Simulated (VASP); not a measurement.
Crystal: ZnS.

```
Zn S
1.0
     1.94846    1.12495    3.00553
    -1.94846    1.12495    3.00553
     0.00000   -2.24989    3.00553
Zn S
1 1
Direct
  0.98506 0.98506 0.98506
  0.76494 0.76494 0.76494
```

| Property | Result |
| --- | --- |
| Program | VASP 6.6.1 |
| Task | relaxation of cell and atoms |
| Functional | PBE |
| Potentials or basis | VASP PAW PBE potentials, release 64 (Zn, S) |
| Cutoff | 600 eV |
| k mesh | 6 × 6 × 6 |
| Occupations | gaussian, width 0.1 eV |
| Spin | no spin polarisation |

At the start: pressure 9.2 GPa; volume 19.76 Å³/atom.

Where does the relaxation end?

Over 15 steps the energy falls by 311.8 meV/atom and the volume is 20.19 Å³/atom (+2.1 %); space group R3m (No. 160, to 0.1 Å) before, F-43m (No. 216, to 0.1 Å).

Step by step:
```tsv
step	energy change (eV)	largest force (eV/Å)	pressure (GPa)	volume (Å³)
1	0.0000	4.5679	9.24	39.53
2	-0.3594	0.1558	-2.32	45.77
3	-0.4072	0.1979	-2.91	45.10
4	-0.4583	0.2253	-3.34	44.44
5	-0.6018	0.1997	-2.51	42.02
6	-0.6003	0.3928	-1.88	41.70
7	-0.6024	0.2631	-2.35	41.90
8	-0.6023	0.2913	-2.20	41.86
9	-0.6187	0.1620	0.14	40.37
10	-0.6189	0.1481	0.28	40.23
11	-0.6186	0.1189	0.87	39.93
12	-0.6190	0.1416	0.49	40.16
13	-0.6216	0.0774	0.30	40.27
14	-0.6234	0.0244	-0.12	40.45
15	-0.6237	0.0048	0.01	40.37
```

Final structure:
```
CELL_PARAMETERS angstrom
1.92548 1.11168 3.14347
-1.92548 1.11168 3.14347
0.00000 -2.22335 3.14347
ATOMIC_POSITIONS crystal
Zn 0.99997 0.99997 0.99997
S 0.75003 0.75003 0.75003
```
